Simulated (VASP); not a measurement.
Set up this calculation in VASP 6.6.1, as the native input.

```
Task                   : single point
Functional             : PBEsol
Potentials or basis    : VASP PAW PBE potentials, release 64 (Ta_pv, N)
Cutoff                 : 520 eV
k mesh                 : 18 × 18 × 8
Occupations            : gaussian, width 0.15 eV
Spin                   : no spin polarisation
Dipole correction      : no
Further INCAR settings : ALGO = Normal; EDIFF = 1e-06; NBANDS = 24
```

The structure of TaN lies in POSCAR:

```
TaN
1.0
    3.0364282607      0.0000000000      0.0000000000
   -1.5182141304      2.6296240105      0.0000000000
    0.0000000000      0.0000000000      5.8857825591
Ta N
2 2
Direct
    0.3333333333      0.6666666667      0.0301041378
    0.6666666667      0.3333333333      0.5301041378
    0.3333333333      0.6666666667      0.3548958622
    0.6666666667      0.3333333333      0.8548958622
```

These files were run (other wordings do the same):

INCAR

```
PREC = Accurate ; ENCUT = 520
EDIFF = 1E-6 ; ISMEAR = 0
SIGMA = 0.15 ; LREAL = False
LASPH = True ; NELM = 60
ALGO = Normal ; ISIF = 2
LWAVE = False ; LCHARG = False
GGA = PS ; NBANDS = 24
```

KPOINTS

```
Automatic mesh
0
Gamma
  18 18 8
```

Potentials or basis: VASP PAW PBE potentials, release 64 (Ta_pv, N).

Run with:

```bash
$ cat potpaw_PBE.64/Ta_pv/POTCAR potpaw_PBE.64/N/POTCAR > POTCAR
$ mpirun -np 1 vasp_std > vasp.out
```

Results of the run:

- Pressure: 28.5 GPa
- Largest force: 0.112 eV/Å
- Band gap on the k mesh: zero (bands 16 and 17 overlap by 0.52 eV)

Caveat: the stress differs along the axes, from 25 to 35 GPa; the PAW data sets were made with another functional, which shifts forces and pressure a little; spin-orbit coupling is left out, which moves the levels of the heavy elements.

It took 2.5 min on 1 thread of Intel(R) Xeon(R) Platinum 8375C CPU @ 2.90GHz (Ice Lake), with other jobs on the host, peak memory 0.3 GiB.
